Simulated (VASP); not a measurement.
# BP (F-43m) in VASP: a series of runs, part 2 of 3

VASP 6.6.1. The steps go on from the part before.

### Step 3. Electric field gradients, LDA

The input, INCAR:

```
SYSTEM = BP
  ALGO = Normal
  EDIFF = 1E-8
  ENCUT = 520
  ISIF = 2
  ISMEAR = -1
  LASPH = .TRUE.
  LCHARG = .FALSE.
  LEFG = .TRUE.
  LREAL = .FALSE.
  LWAVE = .FALSE.
  NBANDS = 11
  NELM = 60
  PREC = Accurate
  SIGMA = 0.08
```

The input, KPOINTS:

```
k-points
0
G
  12 12 12
  0 0 0
```

The input, POSCAR:

```
BP
1.0
    0.0000000000      2.2690000000      2.2690000000
    2.2690000000      0.0000000000      2.2690000000
    2.2690000000      2.2690000000      0.0000000000
B P
1 1
Direct
    0.0000000000      0.0000000000      0.0000000000
    0.7500000000      0.7500000000      0.7500000000
```

Potentials or basis: VASP PAW LDA potentials, release 64 (B, P).

Launch:

```console
$ cat potpaw_LDA.64/B/POTCAR potpaw_LDA.64/P/POTCAR > POTCAR
$ mpirun -np 1 vasp_std > vasp.out
```

OUTCAR:

```text
SYSTEM = BP
   EDIFF = 1E-8
   ENCUT = 520
   ISIF = 2
   ISMEAR = -1
   LASPH = .TRUE.
   LREAL = .FALSE.
   NELM = 60
   PREC = Accurate

 ion  position               nearest neighbor table
   1  0.000  0.000  0.000-   2 1.97   2 1.97   2 1.97   2 1.97
   2  0.750  0.750  0.750-   1 1.97   1 1.97   1 1.97   1 1.97

  LATTYP: Found a face centered cubic cell.
 ALAT       =     4.5380000000

  Lattice vectors:

 A1 = (   0.0000000000,   2.2690000000,   2.2690000000)
 A2 = (   2.2690000000,   0.0000000000,   2.2690000000)
 A3 = (   2.2690000000,   2.2690000000,   0.0000000000)

Analysis of symmetry for initial positions (statically):
=====================================================================
 Subroutine PRICEL returns:
 Original cell was already a primitive cell.

 Routine SETGRP: Setting up the symmetry group for a
 face centered cubic supercell.

 Subroutine GETGRP returns: Found 24 space group operations
 (whereof 24 operations were pure point group operations)
 out of a pool of 48 trial point group operations.

The static configuration has the point symmetry T_d .

Analysis of symmetry for dynamics (positions and initial velocities):
=====================================================================
 Subroutine PRICEL returns:
 Original cell was already a primitive cell.

 Routine SETGRP: Setting up the symmetry group for a
 face centered cubic supercell.

 Subroutine GETGRP returns: Found 24 space group operations
 (whereof 24 operations were pure point group operations)
 out of a pool of 48 trial point group operations.

The dynamic configuration has the point symmetry T_d .

 Subroutine INISYM returns: Found 24 space group operations
 (whereof 24 operations are pure point group operations),
 and found     1 'primitive' translations

----------------------------------------------------------------------------------------

                                     Primitive cell

  volume of cell :      23.3633

  direct lattice vectors                    reciprocal lattice vectors
     0.000000000  2.269000000  2.269000000    -0.220361393  0.220361393  0.220361393
     2.269000000  0.000000000  2.269000000     0.220361393 -0.220361393  0.220361393
     2.269000000  2.269000000  0.000000000     0.220361393  0.220361393 -0.220361393

  length of vectors
     3.208850573  3.208850573  3.208850573     0.381677128  0.381677128  0.381677128

  position of ions in fractional coordinates (direct lattice)
     0.000000000  0.000000000  0.000000000
     0.750000000  0.750000000  0.750000000

  ion indices of the primitive-cell ions
   primitive index   ion index
                 1           1
                 2           2

----------------------------------------------------------------------------------------

 KPOINTS: k-points

Automatic generation of k-mesh.
 Grid dimensions read from file:
 generate k-points for:   12   12   12

 Generating k-lattice:
[... 71 lines left out ...]
   TEBEG  =    0.0;   TEEND  =   0.0 temperature during run
   PSTRESS=    0.0 pullay stress
   NELECT =       8.0000    total number of electrons
   NUPDOWN=      -1.0000    fix difference up-down
   EMIN   =  10.00;   EMAX   =-10.00  energy-range for DOS
   EFERMI =   0.00;   METHOD = LEGACY
   ISMEAR =    -1;   SIGMA  =   0.08  broadening in eV -4-tet -1-fermi 0-gaus
   EFERMI_NEDOS =   21; number of points for ismear=-14 and -15
   IALGO  =     38    algorithm
   IMIX   =      4    mixing-type and parameters
     AMIX     =   0.40;   BMIX     =  1.00
     AMIX_MAG =   1.60;   BMIX_MAG =  1.00
  volume/ion in A,a.u.               =      11.68        78.83
  Fermi-wavevector in a.u.,A,eV,Ry     =   1.145320  2.164342 17.847562  1.311759
  Thomas-Fermi vector in A             =   2.282009
   LORBIT       =      0    0 simple, 1 ext, 2 COOP (PROOUT), +10 PAW based schemes
   GGA     = CA    functional components
   LHFCALC =     F    Hartree Fock is set to
   AEXX    =    0.0000 exact exchange contribution
   IVDW    =     0    specifies the selected vdW correction
   LEPSILON=     F    determine dielectric tensor
   LRPA    =     F    only Hartree local field effects (RPA)
 non-spin polarized calculation
  energy-cutoff  :      520.00
  volume of cell :       23.36
 maximum number of plane-waves:       642
   NGX = 11   NGY = 11   NGZ = 11

 number of electron       8.0000000 magnetization

 Free energy of the ion-electron system (eV)
  ---------------------------------------------------
  ext. energy  EPLUGINS =         0.00000000
  ---------------------------------------------------
  free energy    TOTEN  =       -14.38741871 eV

  energy without entropy =      -14.38741147  energy(sigma->0) =      -14.38741509

 E-fermi :   7.9800     XC(G=0): -11.0880

 val. band max:        7.4058489164   @ k =   0.0000   0.0000   0.0000
 cond. band min:       8.5900670579   @ k =   0.4167   0.4167   0.0000
 fundamental gap:      1.1842181415
 Fermi energy:         7.9799542025

 k-point     1 :       0.0000    0.0000    0.0000
  band No.  band energies     occupation
      1      -7.9843      2.00000
      2       7.4058      1.99847
      3       7.4058      1.99847
      4       7.4058      1.99847
      5      10.7844      0.00000
      6      10.7844      0.00000
      7      10.7844      0.00000
      8      14.7746      0.00000
      9      18.6626      0.00000
     10      19.5874      0.00000
     11      19.5874      0.00000
[... 309 lines left out ...]
 k-point    24 :      -0.4167    0.1667    0.0000
  band No.  band energies     occupation
      1      -4.3289      2.00000
      2      -1.1386      2.00000
      3       3.5197      2.00000
      4       5.0991      2.00000
      5      10.9053      0.00000
      6      13.4882      0.00000
      7      13.6689      0.00000
      8      17.6661      0.00000
      9      19.2329      0.00000
     10      20.1760      0.00000
     11      23.3574      0.00000

 [... further k-points ...]
[... 5 lines left out ...]
  --------------------------------------------------------------------------------------
  -------------------------------------------------------------------------------------
  Total       -0.7763489     -0.7763489     -0.7763489      0.0000000     -0.0000000      0.0000000
  in kB      -53.2395096    -53.2395096    -53.2395096      0.0000000     -0.0000000      0.0000000
  external PRESSURE =     -53.2395096 kB  Pullay stress =       0.0000000 kB

 VOLUME and BASIS-vectors are now :
 -----------------------------------------------------------------------------
  energy-cutoff  :      520.00
  volume of cell :       23.36
      direct lattice vectors                 reciprocal lattice vectors
     0.000000000  2.269000000  2.269000000    -0.220361393  0.220361393  0.220361393
     2.269000000  0.000000000  2.269000000     0.220361393 -0.220361393  0.220361393
     2.269000000  2.269000000  0.000000000     0.220361393  0.220361393 -0.220361393

 POSITION                                       TOTAL-FORCE (eV/Angst)
 -----------------------------------------------------------------------------------
      0.00000      0.00000      0.00000         0.000000      0.000000     -0.000000
      3.40350      3.40350      3.40350        -0.000000     -0.000000      0.000000
 -----------------------------------------------------------------------------------
    total drift:                               -0.000000     -0.000000     -0.000000

  FREE ENERGIE OF THE ION-ELECTRON SYSTEM (eV)
  ---------------------------------------------------
  free  energy   TOTEN  =       -14.3874187132 eV

  energy  without entropy=      -14.3874114719  energy(sigma->0) =      -14.38741509

 Electric field gradients (V/A^2)
---------------------------------------------------------------------
 ion       V_xx      V_yy      V_zz      V_xy      V_xz      V_yz
---------------------------------------------------------------------
   1       0.000    -0.000     0.000     0.000     0.000     0.000
   2       0.000     0.000    -0.000    -0.000    -0.000    -0.000
---------------------------------------------------------------------

 Electric field gradients after diagonalization (V/A^2)
 (convention: |V_zz| > |V_xx| > |V_yy|)
----------------------------------------------------------------------
 ion       V_xx      V_yy      V_zz     asymmetry (V_yy - V_xx)/ V_zz
----------------------------------------------------------------------
   1      -0.000    -0.000     0.000       0.000
   2       0.000     0.000    -0.000       0.000
----------------------------------------------------------------------

           NMR quadrupolar parameters

 Cq : quadrupolar parameter    Cq=e*Q*V_zz/h
 eta: asymmetry parameters     (V_yy - V_xx)/ V_zz
 Q  : nuclear electric quadrupole moment in mb (millibarn)
----------------------------------------------------------------------
 ion       Cq(MHz)       eta       Q (mb)
----------------------------------------------------------------------
   1       0.000       0.000       1.000
   2      -0.000       0.000       1.000
----------------------------------------------------------------------
```

stdout:

```text
POSCAR found type information on POSCAR B P
 POSCAR found :  2 types and       2 ions
 scaLAPACK will be used
 LDA part: xc-table for (Slater(with rela. corr.)+CA(PZ))
 , standard interpolation
 POSCAR, INCAR and KPOINTS ok, starting setup
 FFT: planning ... GRIDC
 FFT: planning ... GRID_SOFT
 FFT: planning ... GRID
 WAVECAR not read
 entering main loop
ion   1

ion   2
```

Wall time 9.7 s (1 thread of AMD EPYC 9R45 (Zen 5), shared host); peak memory 0.1 GiB.

What came out:

```
Free energy            : -14.3874 eV
Pressure               : -5.3 GPa
Band gap on the k mesh : 1.18 eV, indirect (least direct gap 3.38 eV)
```

Caveat: without QUAD_EFG the Cq values of the log hold for a quadrupole moment of 1 mb, not for the nuclei.

### Step 4. Electric field gradients, LDA (volume scaled by 0.98)

The input, INCAR:

```
PREC     = Accurate       # precision mode
ENCUT    = 520            # plane-wave cutoff, eV
EDIFF    = 1E-8           # SCF threshold, eV
ISMEAR   = -1             # smearing method
SIGMA    = 0.08           # smearing width, eV
LREAL    = False          # projectors in reciprocal space
LASPH    = True           # aspherical terms in the spheres
NELM     = 60             # most SCF steps
ALGO     = Normal         # electronic algorithm
ISIF     = 2              # what is computed and relaxed
LWAVE    = False          # write WAVECAR
LCHARG   = False          # write CHGCAR
LEFG     = True         
NBANDS   = 11             # bands
```

The input, KPOINTS:

```
Automatic mesh
0
Gamma
  12 12 12
```

The input, POSCAR:

```
BP
1.0
    0.0000000000      2.2537713532      2.2537713532
    2.2537713532      0.0000000000      2.2537713532
    2.2537713532      2.2537713532      0.0000000000
B P
1 1
Direct
    0.0000000000      0.0000000000      0.0000000000
    0.7500000000      0.7500000000      0.7500000000
```

Potentials or basis: VASP PAW LDA potentials, release 64 (B, P).

Launch:

```console
$ cat potpaw_LDA.64/B/POTCAR potpaw_LDA.64/P/POTCAR > POTCAR
$ mpirun -np 1 vasp_std > vasp.out
```

OUTCAR:

```text
PREC = Accurate
   ENCUT = 520
   EDIFF = 1E-8
   ISMEAR = -1
   LREAL = False
   LASPH = True
   NELM = 60
   ISIF = 2

 ion  position               nearest neighbor table
   1  0.000  0.000  0.000-   2 1.95   2 1.95   2 1.95   2 1.95
   2  0.750  0.750  0.750-   1 1.95   1 1.95   1 1.95   1 1.95

  LATTYP: Found a face centered cubic cell.
 ALAT       =     4.5075427064

  Lattice vectors:

 A1 = (   0.0000000000,   2.2537713532,   2.2537713532)
 A2 = (   2.2537713532,   0.0000000000,   2.2537713532)
 A3 = (   2.2537713532,   2.2537713532,   0.0000000000)

Analysis of symmetry for initial positions (statically):
=====================================================================
 Subroutine PRICEL returns:
 Original cell was already a primitive cell.

 Routine SETGRP: Setting up the symmetry group for a
 face centered cubic supercell.

 Subroutine GETGRP returns: Found 24 space group operations
 (whereof 24 operations were pure point group operations)
 out of a pool of 48 trial point group operations.

The static configuration has the point symmetry T_d .

Analysis of symmetry for dynamics (positions and initial velocities):
=====================================================================
 Subroutine PRICEL returns:
 Original cell was already a primitive cell.

 Routine SETGRP: Setting up the symmetry group for a
 face centered cubic supercell.

 Subroutine GETGRP returns: Found 24 space group operations
 (whereof 24 operations were pure point group operations)
 out of a pool of 48 trial point group operations.

The dynamic configuration has the point symmetry T_d .

[... 160 lines left out ...]
      7      11.0589      0.00000
      8      15.3271      0.00000
      9      19.0482      0.00000
     10      19.8897      0.00000
     11      19.8897      0.00000
[... 309 lines left out ...]
 k-point    24 :      -0.4167    0.1667    0.0000
  band No.  band energies     occupation
      1      -4.1834      2.00000
      2      -1.0268      2.00000
      3       3.7091      2.00000
      4       5.3044      2.00000
      5      11.1629      0.00000
      6      13.7771      0.00000
      7      14.0259      0.00000
      8      18.0478      0.00000
      9      19.6058      0.00000
     10      20.5174      0.00000
     11      23.7648      0.00000

 [... further k-points ...]
[... 5 lines left out ...]
  --------------------------------------------------------------------------------------
  -------------------------------------------------------------------------------------
  Total       -0.2954229     -0.2954229     -0.2954229      0.0000000      0.0000000      0.0000000
  in kB      -20.6726013    -20.6726013    -20.6726013      0.0000000      0.0000000      0.0000000
  external PRESSURE =     -20.6726013 kB  Pullay stress =       0.0000000 kB

 VOLUME and BASIS-vectors are now :
 -----------------------------------------------------------------------------
  energy-cutoff  :      520.00
  volume of cell :       22.90
      direct lattice vectors                 reciprocal lattice vectors
     0.000000000  2.253771353  2.253771353    -0.221850366  0.221850366  0.221850366
     2.253771353  0.000000000  2.253771353     0.221850366 -0.221850366  0.221850366
     2.253771353  2.253771353  0.000000000     0.221850366  0.221850366 -0.221850366

 POSITION                                       TOTAL-FORCE (eV/Angst)
 -----------------------------------------------------------------------------------
      0.00000      0.00000      0.00000        -0.000000     -0.000000     -0.000000
      3.38066      3.38066      3.38066         0.000000      0.000000      0.000000
 -----------------------------------------------------------------------------------
    total drift:                               -0.000000     -0.000000     -0.000000

  FREE ENERGIE OF THE ION-ELECTRON SYSTEM (eV)
  ---------------------------------------------------
  free  energy   TOTEN  =       -14.3980217081 eV

  energy  without entropy=      -14.3980134343  energy(sigma->0) =      -14.39801757

 Electric field gradients (V/A^2)
---------------------------------------------------------------------
 ion       V_xx      V_yy      V_zz      V_xy      V_xz      V_yz
---------------------------------------------------------------------
   1      -0.000    -0.000    -0.000     0.000     0.000     0.000
   2      -0.000    -0.000    -0.000    -0.000    -0.000    -0.000
---------------------------------------------------------------------

 Electric field gradients after diagonalization (V/A^2)
 (convention: |V_zz| > |V_xx| > |V_yy|)
----------------------------------------------------------------------
 ion       V_xx      V_yy      V_zz     asymmetry (V_yy - V_xx)/ V_zz
----------------------------------------------------------------------
   1      -0.000    -0.000     0.000       0.000
   2       0.000     0.000    -0.000       0.000
----------------------------------------------------------------------

           NMR quadrupolar parameters

 Cq : quadrupolar parameter    Cq=e*Q*V_zz/h
 eta: asymmetry parameters     (V_yy - V_xx)/ V_zz
 Q  : nuclear electric quadrupole moment in mb (millibarn)
----------------------------------------------------------------------
 ion       Cq(MHz)       eta       Q (mb)
----------------------------------------------------------------------
   1       0.000       0.000       1.000
   2      -0.000       0.000       1.000
----------------------------------------------------------------------
```

stdout:

```text
POSCAR found type information on POSCAR B P
 POSCAR found :  2 types and       2 ions
 scaLAPACK will be used
 LDA part: xc-table for (Slater(with rela. corr.)+CA(PZ))
 , standard interpolation
 POSCAR, INCAR and KPOINTS ok, starting setup
 FFT: planning ... GRIDC
 FFT: planning ... GRID_SOFT
 FFT: planning ... GRID
 WAVECAR not read
 entering main loop
ion   1

ion   2
```

Run time: 9.2 s. Hardware: 1 thread of AMD EPYC 9R45 (Zen 5), shared host; peak memory 0.1 GiB.

Results:

```
Free energy            : -14.3980 eV
Pressure               : -2.1 GPa
Band gap on the k mesh : 1.16 eV, indirect (least direct gap 3.41 eV)
```

Levels at points of the mesh, in eV from the valence-band top:
| k point | band 2 | band 3 | band 4 | band 5 | band 6 | band 7 |
| --- | --- | --- | --- | --- | --- | --- |
| (0.00, 0.00, 0.00) | 0.00 | 0.00 | 0.00 | 3.41 | 3.41 | 3.41 |
| (0.50, 0.00, 0.00) | -9.15 | -1.77 | -1.77 | 3.90 | 4.69 | 4.69 |
| (0.50, 0.50, 0.00) | -8.59 | -4.18 | -4.18 | 1.26 | 1.54 | 12.19 |

Caveat: without QUAD_EFG the Cq values of the log hold for a quadrupole moment of 1 mb, not for the nuclei. A k mesh can miss the band edges.

(Continued in part 3 of 3.)
